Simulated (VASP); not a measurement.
# P (Pm-3m) in VASP: a series of runs

P is run at these levels: PBE; tasks: single point.

Program: VASP 6.6.1. These are calculated values, not measurements. Logs are shortened: lines on timing, memory, paths and dates and some standing lists are left out, and cuts for length are marked.

### 1 The cell of the first run

The structure is cubic, space group Pm-3m (No. 221). Conventional cell: a = 2.343 Å, b = 2.343 Å, c = 2.343 Å, α = 90.00°, β = 90.00°, γ = 90.00°. Within 3.1 Å of P (site symmetry m-3m) lie 6 P at 2.34 Å.

### 2 Single point, PBE (volume scaled by 0.88)

Input file INCAR:

```
SYSTEM = P
PREC = Accurate ; ENCUT = 520
EDIFF = 1E-7 ; ISMEAR = 0
SIGMA = 0.1 ; LREAL = .FALSE.
LASPH = .TRUE. ; NELM = 100
ALGO = Normal ; ISIF = 2
LWAVE = .FALSE. ; LCHARG = .TRUE.
GGA = PE ; LELF = .TRUE.
LVHAR = .TRUE. ; NBANDS = 8
```

Input file KPOINTS:

```
Automatic mesh
0
G
  22 22 22
  0 0 0
```

Input file POSCAR:

```
P
1.0
    2.3425131072      0.0000000000      0.0000000000
    0.0000000000      2.3425131072      0.0000000000
    0.0000000000      0.0000000000      2.3425131072
P
1
Direct
    0.0000000000      0.0000000000      0.0000000000
```

Potentials or basis: VASP PAW PBE potentials, release 64 (P).

Launch:

```
$ cat potpaw_PBE.64/P/POTCAR > POTCAR
$ mpirun -np 1 vasp_std > vasp.out
```

OUTCAR:

```text
SYSTEM = P
   PREC = Accurate
   ENCUT = 520
   EDIFF = 1E-7
   ISMEAR = 0
   LREAL = .FALSE.
   LASPH = .TRUE.
   NELM = 100
   ISIF = 2
   GGA = PE

 ion  position               nearest neighbor table
   1  0.000  0.000  0.000-

  LATTYP: Found a simple cubic cell.
 ALAT       =     2.3425131072

  Lattice vectors:

 A1 = (   2.3425131072,   0.0000000000,   0.0000000000)
 A2 = (   0.0000000000,   2.3425131072,   0.0000000000)
 A3 = (   0.0000000000,   0.0000000000,   2.3425131072)

Analysis of symmetry for initial positions (statically):
=====================================================================
 Subroutine PRICEL returns:
 Original cell was already a primitive cell.

 Routine SETGRP: Setting up the symmetry group for a
 simple cubic supercell.

 Subroutine GETGRP returns: Found 48 space group operations
 (whereof 48 operations were pure point group operations)
 out of a pool of 48 trial point group operations.

The static configuration has the point symmetry O_h .

Analysis of symmetry for dynamics (positions and initial velocities):
=====================================================================
 Subroutine PRICEL returns:
 Original cell was already a primitive cell.

 Routine SETGRP: Setting up the symmetry group for a
 simple cubic supercell.

 Subroutine GETGRP returns: Found 48 space group operations
 (whereof 48 operations were pure point group operations)
 out of a pool of 48 trial point group operations.

The dynamic configuration has the point symmetry O_h .

 Subroutine INISYM returns: Found 48 space group operations
 (whereof 48 operations are pure point group operations),
 and found     1 'primitive' translations

----------------------------------------------------------------------------------------

                                     Primitive cell

  volume of cell :      12.8542

  direct lattice vectors                    reciprocal lattice vectors
     2.342513107  0.000000000  0.000000000     0.426891955  0.000000000  0.000000000
     0.000000000  2.342513107  0.000000000     0.000000000  0.426891955  0.000000000
     0.000000000  0.000000000  2.342513107     0.000000000  0.000000000  0.426891955

  length of vectors
     2.342513107  2.342513107  2.342513107     0.426891955  0.426891955  0.426891955

  position of ions in fractional coordinates (direct lattice)
     0.000000000  0.000000000  0.000000000

  ion indices of the primitive-cell ions
   primitive index   ion index
                 1           1

----------------------------------------------------------------------------------------

 KPOINTS: Automatic mesh

Automatic generation of k-mesh.
 Grid dimensions read from file:
 generate k-points for:   22   22   22

 Generating k-lattice:

  Cartesian coordinates                     Fractional coordinates (reciprocal lattice)
     0.019404180  0.000000000  0.000000000     0.045454545  0.000000000  0.000000000
     0.000000000  0.019404180  0.000000000     0.000000000  0.045454545  0.000000000
     0.000000000  0.000000000  0.019404180     0.000000000  0.000000000  0.045454545

  Length of vectors
     0.019404180  0.019404180  0.019404180

  Shift w.r.t. Gamma in fractional coordinates (k-lattice)
     0.000000000  0.000000000  0.000000000

 Subroutine IBZKPT returns following result:
 ===========================================

 Found    364 irreducible k-points:

 Following reciprocal coordinates:
            Coordinates               Weight
  0.000000  0.000000  0.000000      1.000000
  0.045455  0.000000  0.000000      6.000000
  0.090909  0.000000  0.000000      6.000000
  0.136364  0.000000  0.000000      6.000000
  0.181818  0.000000  0.000000      6.000000
  0.227273  0.000000  0.000000      6.000000
[... 16 lines left out ...]
  0.500000  0.045455  0.000000     12.000000
  0.090909  0.090909  0.000000     12.000000
 [... further k-points ...]
   k-points           NKPTS =    364   k-points in BZ     NKDIM =    364   number of bands    NBANDS=      8
   number of dos      NEDOS =    301   number of ions     NIONS =      1
   total plane-waves  NPLWV =   5832
   dimension x,y,z NGX =    18 NGY =   18 NGZ =   18
   dimension x,y,z NGXF=    36 NGYF=   36 NGZF=   36
   ions per type =               1
   NGX,Y,Z   is equivalent  to a cutoff of  12.77, 12.77, 12.77 a.u.
   NGXF,Y,Z  is equivalent  to a cutoff of  25.55, 25.55, 25.55 a.u.
 SYSTEM =  P
   PREC   = accura    normal or accurate (medium, high low for compatibility)
   ISTART =      0    job   : 0-new  1-cont  2-samecut
   ICHARG =      2    charge: 1-file 2-atom 10-const
   ISPIN  =      1    spin polarized calculation?
   LNONCOLLINEAR =      F non collinear calculations
   LSORBIT =      F    spin-orbit coupling
   LASPH  =      T    aspherical Exc in radial PAW
   ENCUT  =  520.0 eV  38.22 Ry    6.18 a.u.   4.36  4.36  4.36*2*pi/ulx,y,z
   NELM   =    100;   NELMIN=  2; NELMDL= -5     # of ELM steps
   EDIFF  = 0.1E-06   stopping-criterion for ELM
   LREAL  =      F    real-space projection
   EDIFFG = 0.1E-05   stopping-criterion for IOM
   NSW    =      0    number of steps for IOM
   IBRION =     -1    ionic relax: 0-MD 1-quasi-New 2-CG
   NFREE  =      0    steps in history (QN), initial steepest desc. (CG)
   ISIF   =      2    stress and relaxation
   ISYM   =      2    0-nonsym 1-usesym 2-fastsym
   POTIM  = 0.5000    time-step for ionic-motion
   TEBEG  =    0.0;   TEEND  =   0.0 temperature during run
   PSTRESS=    0.0 pullay stress
   NELECT =       5.0000    total number of electrons
   NUPDOWN=      -1.0000    fix difference up-down
   EMIN   =  10.00;   EMAX   =-10.00  energy-range for DOS
   EFERMI =   0.00;   METHOD = LEGACY
   ISMEAR =     0;   SIGMA  =   0.10  broadening in eV -4-tet -1-fermi 0-gaus
   EFERMI_NEDOS =   21; number of points for ismear=-14 and -15
   IALGO  =     38    algorithm
   IMIX   =      4    mixing-type and parameters
     AMIX     =   0.40;   BMIX     =  1.00
     AMIX_MAG =   1.60;   BMIX_MAG =  1.00
  volume/ion in A,a.u.               =      12.85        86.74
  Fermi-wavevector in a.u.,A,eV,Ry     =   1.195041  2.258300 19.430793  1.428123
  Thomas-Fermi vector in A             =   2.331016
   LORBIT       =      0    0 simple, 1 ext, 2 COOP (PROOUT), +10 PAW based schemes
   GGA     = PE    functional components
   LHFCALC =     F    Hartree Fock is set to
   AEXX    =    0.0000 exact exchange contribution
   IVDW    =     0    specifies the selected vdW correction
   LEPSILON=     F    determine dielectric tensor
   LRPA    =     F    only Hartree local field effects (RPA)
 non-spin polarized calculation
 Gauss-broadening in eV      SIGMA  =   0.10
  energy-cutoff  :      520.00
  volume of cell :       12.85
 maximum number of plane-waves:       360
 NGX is ok and might be reduce to    18
   NGX =  9   NGY =  9   NGZ =  9

 number of electron       5.0000002 magnetization

 Free energy of the ion-electron system (eV)
  ---------------------------------------------------
  ext. energy  EPLUGINS =         0.00000000
  ---------------------------------------------------
  free energy    TOTEN  =        -5.18303336 eV

  energy without entropy =       -5.18166846  energy(sigma->0) =       -5.18235091

 E-fermi :  11.5291     XC(G=0): -11.8352

 val. band max:       11.5270757834   @ k =   0.4545   0.2727   0.1364
 cond. band min:      11.5568689746   @ k =   0.5000   0.2727   0.0909
 fundamental gap:      0.0297931912
 Fermi energy:        11.5291095075

 k-point     1 :       0.0000    0.0000    0.0000
  band No.  band energies     occupation
      1      -6.3278      2.00000
      2      17.2469      0.00000
      3      17.2469      0.00000
      4      17.2469      0.00000
      5      18.1262      0.00000
      6      18.1262      0.00000
      7      27.3556      0.00000
      8      37.6709      0.00000

 k-point     2 :       0.0455    0.0000    0.0000
  band No.  band energies     occupation
      1      -6.2757      2.00000
      2      15.8196      0.00000
      3      17.2888      0.00000
      4      17.2888      0.00000
      5      18.1677      0.00000
      6      19.4948      0.00000
      7      27.5270      0.00000
      8      37.2590      0.00000

 k-point     3 :       0.0909    0.0000    0.0000
  band No.  band energies     occupation
      1      -6.1197      2.00000
      2      14.0261      0.00000
      3      17.4142      0.00000
      4      17.4142      0.00000
      5      18.2912      0.00000
      6      21.0909      0.00000
      7      28.0566      0.00000
      8      36.2201      0.00000

 k-point     4 :       0.1364    0.0000    0.0000
  band No.  band energies     occupation
      1      -5.8603      2.00000
      2      12.2437      0.00000
      3      17.6214      0.00000
      4      17.6214      0.00000
      5      18.4932      0.00000
      6      22.4956      0.00000
      7      28.9657      0.00000
      8      34.8754      0.00000

 k-point     5 :       0.1818    0.0000    0.0000
  band No.  band energies     occupation
      1      -5.4992      2.00000
      2      10.5082      2.00000
      3      17.9077      0.00000
      4      17.9077      0.00000
      5      18.7677      0.00000
      6      23.6703      0.00000
      7      30.2103      0.00000
      8      33.4292      0.00000
[... 177 lines left out ...]
 k-point    22 :       0.4545    0.0455    0.0000
  band No.  band energies     occupation
      1      -1.6138      2.00000
      2       2.1912      2.00000
      3      19.1343      0.00000
      4      20.5358      0.00000
      5      22.1265      0.00000
      6      25.6320      0.00000
      7      26.6793      0.00000
      8      29.4969      0.00000

 k-point    23 :       0.5000    0.0455    0.0000
  band No.  band energies     occupation
      1      -1.2815      2.00000
      2       1.7629      2.00000
      3      19.2586      0.00000
      4      20.6746      0.00000
      5      22.2425      0.00000
      6      25.4060      0.00000
      7      26.4485      0.00000
      8      29.8973      0.00000

 k-point    24 :       0.0909    0.0909    0.0000
  band No.  band energies     occupation
      1      -5.9116      2.00000
      2      13.6920      0.00000
      3      14.8667      0.00000
      4      17.5811      0.00000
      5      20.0498      0.00000
      6      22.4190      0.00000
      7      28.5747      0.00000
      8      34.6497      0.00000

 [... further k-points ...]
[... 5 lines left out ...]
  --------------------------------------------------------------------------------------
  -------------------------------------------------------------------------------------
  Total        1.5427245      1.5427245      1.5427245      0.0000000     -0.0000000      0.0000000
  in kB      192.2883067    192.2883067    192.2883067      0.0000000     -0.0000000      0.0000000
  external PRESSURE =     192.2883067 kB  Pullay stress =       0.0000000 kB

 VOLUME and BASIS-vectors are now :
 -----------------------------------------------------------------------------
  energy-cutoff  :      520.00
  volume of cell :       12.85
      direct lattice vectors                 reciprocal lattice vectors
     2.342513107  0.000000000  0.000000000     0.426891955  0.000000000  0.000000000
     0.000000000  2.342513107  0.000000000     0.000000000  0.426891955  0.000000000
     0.000000000  0.000000000  2.342513107     0.000000000  0.000000000  0.426891955

 POSITION                                       TOTAL-FORCE (eV/Angst)
 -----------------------------------------------------------------------------------
      0.00000      0.00000      0.00000         0.000000      0.000000      0.000000
 -----------------------------------------------------------------------------------
    total drift:                                0.000000      0.000000      0.000000

  FREE ENERGIE OF THE ION-ELECTRON SYSTEM (eV)
  ---------------------------------------------------
  free  energy   TOTEN  =        -5.1830333614 eV

  energy  without entropy=       -5.1816684648  energy(sigma->0) =       -5.18235091
```

Wall time 14 s (1 thread of Intel Xeon Platinum 8488C (Sapphire Rapids), shared host); peak memory 0.13 GiB.

Results:

```
Free energy : -5.1830 eV
Pressure    : 19.2 GPa
```

(Continued in part 2 of 2.)
